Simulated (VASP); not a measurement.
# AlN (P6_3mc) in VASP: further runs, part 3 of 3

VASP 6.6.1. Earlier steps stand in the parts before.

### 5 Single point, r2SCAN (volume changed by +3%)

The input, POSCAR:

```
AlN
1.0
    3.1374558557      0.0000000000      0.0000000000
   -1.5687279278      2.7171164743      0.0000000000
    0.0000000000      0.0000000000      5.0278847113
Al N
2 2
Direct
    0.3333333333      0.6666666667     -0.0007956041
    0.6666666667      0.3333333333      0.4992043959
    0.3333333333      0.6666666667      0.3807956041
    0.6666666667      0.3333333333      0.8807956041
```

The input, INCAR.step1:

```
  ALGO = Normal
  EDIFF = 1E-4
  ENCUT = 520
  GGA = PE
  ISMEAR = 0
  LASPH = True
  LCHARG = False
  LREAL = False
  LWAVE = True
  NBANDS = 16
  NELM = 100
  PREC = Accurate
  SIGMA = 0.01
```

The input, INCAR.step2:

```
  ALGO = Normal
  EDIFF = 1E-6
  ENCUT = 520
  ISIF = 2
  ISMEAR = 0
  ISTART = 1
  LASPH = True
  LCHARG = False
  LMIXTAU = True
  LREAL = False
  LWAVE = False
  METAGGA = R2SCAN
  NBANDS = 16
  NELM = 100
  PREC = Accurate
  SIGMA = 0.01
```

The input, KPOINTS:

```
k-points
0
Gamma
  9 9 4
```

Potentials or basis: VASP PAW PBE potentials, release 64 (Al, N).

Run with:

```
$ cat potpaw_PBE.64/Al/POTCAR potpaw_PBE.64/N/POTCAR > POTCAR
$ cp INCAR.step1 INCAR
$ mpirun -np 1 vasp_std > vasp.out
$ cp INCAR.step2 INCAR
$ mpirun -np 1 vasp_std > vasp.out
```

OUTCAR:

```text
EDIFF = 1E-6
   ENCUT = 520
   ISIF = 2
   ISMEAR = 0
   ISTART = 1
   LASPH = True
   LREAL = False
   METAGGA = R2SCAN
   NELM = 100
   PREC = Accurate

 ion  position               nearest neighbor table
   1  0.333  0.667  0.999-   4 1.91   4 1.91   4 1.91   3 1.92   2 3.10   2 3.10   2 3.10   2 3.10
                             2 3.10   2 3.10
   2  0.667  0.333  0.499-   3 1.91   3 1.91   3 1.91   4 1.92   1 3.10   1 3.10   1 3.10   1 3.10
                             1 3.10   1 3.10
   3  0.333  0.667  0.381-   2 1.91   2 1.91   2 1.91   1 1.92
   4  0.667  0.333  0.881-   1 1.91   1 1.91   1 1.91   2 1.92

  LATTYP: Found a hexagonal cell.
 ALAT       =     3.1374558557
 C/A-ratio  =     1.6025356029

  Lattice vectors:

 A1 = (   3.1374558557,   0.0000000000,   0.0000000000)
 A2 = (  -1.5687279278,   2.7171164743,   0.0000000000)
 A3 = (   0.0000000000,   0.0000000000,   5.0278847113)

Analysis of symmetry for initial positions (statically):
=====================================================================
 Subroutine PRICEL returns:
 Original cell was already a primitive cell.

 Routine SETGRP: Setting up the symmetry group for a
 hexagonal supercell.

 Subroutine GETGRP returns: Found 12 space group operations
 (whereof  6 operations were pure point group operations)
 out of a pool of 24 trial point group operations.

The static configuration has the point symmetry C_3v.
 The point group associated with its full space group is C_6v.

Analysis of symmetry for dynamics (positions and initial velocities):
=====================================================================
 Subroutine PRICEL returns:
 Original cell was already a primitive cell.

[... 124 lines left out ...]
   NUPDOWN=      -1.0000    fix difference up-down
   EMIN   =  10.00;   EMAX   =-10.00  energy-range for DOS
   EFERMI =   0.00;   METHOD = LEGACY
   ISMEAR =     0;   SIGMA  =   0.01  broadening in eV -4-tet -1-fermi 0-gaus
   EFERMI_NEDOS =   21; number of points for ismear=-14 and -15
   IALGO  =     38    algorithm
   IMIX   =      4    mixing-type and parameters
     AMIX     =   0.40;   BMIX     =  1.00
     AMIX_MAG =   1.60;   BMIX_MAG =  1.00
  volume/ion in A,a.u.               =      10.72        72.31
  Fermi-wavevector in a.u.,A,eV,Ry     =   1.178757  2.227528 18.904873  1.389469
  Thomas-Fermi vector in A             =   2.315081
   LORBIT       =      0    0 simple, 1 ext, 2 COOP (PROOUT), +10 PAW based schemes
   METAGGA = R2SCAN    functional components
   LHFCALC =     F    Hartree Fock is set to
   AEXX    =    0.0000 exact exchange contribution
   IVDW    =     0    specifies the selected vdW correction
   LEPSILON=     F    determine dielectric tensor
   LRPA    =     F    only Hartree local field effects (RPA)
 non-spin polarized calculation
 Gauss-broadening in eV      SIGMA  =   0.01
  energy-cutoff  :      520.00
  volume of cell :       42.86
 maximum number of plane-waves:      1182
 NGX is ok and might be reduce to    24
   NGX = 11   NGY = 11   NGZ = 19

 number of electron      15.9999998 magnetization

 Free energy of the ion-electron system (eV)
  ---------------------------------------------------
  ext. energy  EPLUGINS =         0.00000000
  ---------------------------------------------------
  free energy    TOTEN  =       -38.43120613 eV

  energy without entropy =      -38.43120613  energy(sigma->0) =      -38.43120613

 E-fermi :   5.7427     XC(G=0): -11.2830

 val. band max:        5.6394795493   @ k =   0.0000   0.0000   0.0000
 cond. band min:      10.2874415236   @ k =   0.0000   0.0000   0.0000
 fundamental gap:      4.6479619743
 Fermi energy:         5.7426572461

 k-point     1 :       0.0000    0.0000    0.0000
  band No.  band energies     occupation
      1     -10.1635      2.00000
      2      -8.1316      2.00000
      3      -0.2960      2.00000
      4       4.7694      2.00000
      5       4.7694      2.00000
      6       5.4233      2.00000
[... 433 lines left out ...]
      3       1.1326      2.00000
      4       1.2400      2.00000
      5       1.2400      2.00000
      6       2.7164      2.00000
[... 8 lines left out ...]
     15      19.5090      0.00000
     16      21.8543      0.00000

 [... further k-points ...]
[... 5 lines left out ...]
  --------------------------------------------------------------------------------------
  -------------------------------------------------------------------------------------
  Total       -1.7220419     -1.7220419     -1.6058471     -0.0000000      0.0000000     -0.0000000
  in kB      -64.3699404    -64.3699404    -60.0265784     -0.0000000      0.0000000     -0.0000000
  external PRESSURE =     -62.9221531 kB  Pullay stress =       0.0000000 kB

 VOLUME and BASIS-vectors are now :
 -----------------------------------------------------------------------------
  energy-cutoff  :      520.00
  volume of cell :       42.86
      direct lattice vectors                 reciprocal lattice vectors
     3.137455856  0.000000000  0.000000000     0.318729584  0.184018611  0.000000000
    -1.568727928  2.717116474  0.000000000     0.000000000  0.368037222  0.000000000
     0.000000000  0.000000000  5.027884711     0.000000000  0.000000000  0.198890798

 POSITION                                       TOTAL-FORCE (eV/Angst)
 -----------------------------------------------------------------------------------
     -0.00000      1.81141      5.02388        -0.000000      0.000000      0.008941
      1.56873      0.90571      2.50994         0.000000     -0.000000      0.008941
     -0.00000      1.81141      1.91460        -0.000000      0.000000     -0.008941
      1.56873      0.90571      4.42854         0.000000      0.000000     -0.008941
 -----------------------------------------------------------------------------------
    total drift:                               -0.000000     -0.000000     -0.024742

  FREE ENERGIE OF THE ION-ELECTRON SYSTEM (eV)
  ---------------------------------------------------
  free  energy   TOTEN  =       -38.4312061285 eV

  energy  without entropy=      -38.4312061285  energy(sigma->0) =      -38.43120613
```

OUTCAR.step1:

```text
EDIFF = 1E-4
   ENCUT = 520
   GGA = PE
   ISMEAR = 0
[... 690 lines left out ...]
     -0.00000      1.81141      5.02388         0.000000      0.000000      0.002643
      1.56873      0.90571      2.50994        -0.000000     -0.000000      0.002643
     -0.00000      1.81141      1.91460        -0.000000      0.000000     -0.002643
      1.56873      0.90571      4.42854         0.000000     -0.000000     -0.002643
 -----------------------------------------------------------------------------------
    total drift:                               -0.000000     -0.000000      0.000503

  FREE ENERGIE OF THE ION-ELECTRON SYSTEM (eV)
  ---------------------------------------------------
  free  energy   TOTEN  =       -29.7790659344 eV

  energy  without entropy=      -29.7790659344  energy(sigma->0) =      -29.77906593
```

Run time: 1.7 min. Hardware: 1 thread of Intel Xeon Platinum 8259CL at 2.50GHz (Skylake/Cascade Lake), shared host; peak memory 0.16 GiB.

Results:

| Property | Result |
| --- | --- |
| Free energy | -38.4312 eV |
| Pressure | -6.3 GPa |
| Largest force | 0.009 eV/Å |
| Band gap on the k mesh | 4.65 eV, direct |

Forces on the atoms (eV/Å):
```
Al   0.000  0.000  0.009
Al   0.000  0.000  0.009
N    0.000  0.000 -0.009
N    0.000  0.000 -0.009
```

Levels at points of the mesh, in eV from the valence-band top:
```
           k point  band 5  band 6  band 7  band 8  band 9  band 10  band 11  band 12
(0.00, 0.00, 0.00)   -0.87   -0.22   -0.22    0.00    4.65     7.27    11.36    11.82
(0.00, 0.00, 0.50)   -0.55   -0.55   -0.55   -0.55    6.99     6.99    11.06    11.06
```

Caveat: the PAW data sets were made with another functional, which shifts forces and pressure a little.

### 6 Summary

| cell | gap on the mesh (eV) | pressure (GPa) | largest force (eV/Å) |
| --- | --- | --- | --- |
| a = 3.043, b = 3.043, c = 4.877 Å, angles 90.0, 90.0, 120.0°, 4 atoms | 5.51 | 14.4 | 0.03 |
| a = 3.075, b = 3.075, c = 4.928 Å, angles 90.0, 90.0, 120.0°, 4 atoms | 5.21 | 6.4 | 0.02 |
| a = 3.107, b = 3.107, c = 4.979 Å, angles 90.0, 90.0, 120.0°, 4 atoms | 4.92 | -0.4 | - |
| a = 3.137, b = 3.137, c = 5.028 Å, angles 90.0, 90.0, 120.0°, 4 atoms | 4.65 | -6.3 | 0.01 |

Alike in all rows: task single point; level r2SCAN; potentials or basis VASP PAW PBE potentials, release 64 (Al, N); no spin polarisation; k mesh 9 × 9 × 4; cutoff (eV) 520; smearing gaussian 0.01 eV.

Caveats: the PAW data sets were made with another functional, which shifts forces and pressure a little.

Absolute energies hang on the potentials; compare differences alone.

### 7 Comparison with measurements

Step 4. A measured gap of AlN is 6.0343 eV (an exciton energy, a little under the gap; 0 K; quoted in “Structural and optical properties of self-assembled AlN nanowires grown on SiO2/Si substrates by molecular beam epitaxy”, 2024, arxiv:2402.00216); the calculated 4.92 eV misses it by -1.11 eV. 2 values of this kind are on record (6.034 to 6.0343 eV); this one was drawn at random. The value is that of r2SCAN, without temperature or zero-point motion.
